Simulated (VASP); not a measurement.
Wanted: the native input for a VASP 6.6.1 run.

| Property | Result |
| --- | --- |
| Task | single point |
| Functional | PBE |
| Potentials or basis | VASP PAW PBE potentials, release 64 (Hf_pv, N) |
| Cutoff | 520 eV |
| k mesh | 10 × 10 × 6 |
| Occupations | fermi-dirac, width 0.08 eV |
| Spin | no spin polarisation |
| Dipole correction | no |
| Further INCAR settings | ALGO = Normal; EDIFF = 1e-06; NBANDS = 23 |

The structure of HfN (NiAs type) lies in POSCAR:

```
HfN
1.0
    3.0661246086      0.0000000000      0.0000000000
   -1.5330623043      2.6553418022      0.0000000000
    0.0000000000      0.0000000000      5.5612177572
Hf N
2 2
Direct
    0.0000000000      0.0000000000      0.0000000000
    0.0000000000      0.0000000000      0.5000000000
    0.3333333333      0.6666666667      0.2500000000
    0.6666666667      0.3333333333      0.7500000000
```

These files were run (other wordings do the same):

INCAR

```
PREC     = Accurate       # precision mode
ENCUT    = 520            # plane-wave cutoff, eV
EDIFF    = 1E-6           # SCF threshold, eV
ISMEAR   = -1             # smearing method
SIGMA    = 0.08           # smearing width, eV
LREAL    = F              # projectors in reciprocal space
LASPH    = T              # aspherical terms in the spheres
NELM     = 100            # most SCF steps
ALGO     = Normal         # electronic algorithm
ISIF     = 2              # what is computed and relaxed
LWAVE    = F              # write WAVECAR
LCHARG   = F              # write CHGCAR
GGA      = PE             # functional
NBANDS   = 23             # bands
```

KPOINTS

```
regular mesh
0
Gamma
  10 10 6
```

Potentials or basis: VASP PAW PBE potentials, release 64 (Hf_pv, N).

Launch:

```sh
$ cat potpaw_PBE.64/Hf_pv/POTCAR potpaw_PBE.64/N/POTCAR > POTCAR
$ mpirun -np 1 vasp_std > vasp.out
```

It gave:

```
Pressure               : 19.7 GPa
Band gap on the k mesh : zero (band 15 reaches 9.03 eV, above the bottom of band 16 at 7.42 eV)
```

Caveat: spin-orbit coupling is left out, which moves the levels of the heavy elements.

Wall time 2.2 min on 1 thread of AMD EPYC 7R13, with other jobs on the host, peak memory 0.17 GiB.
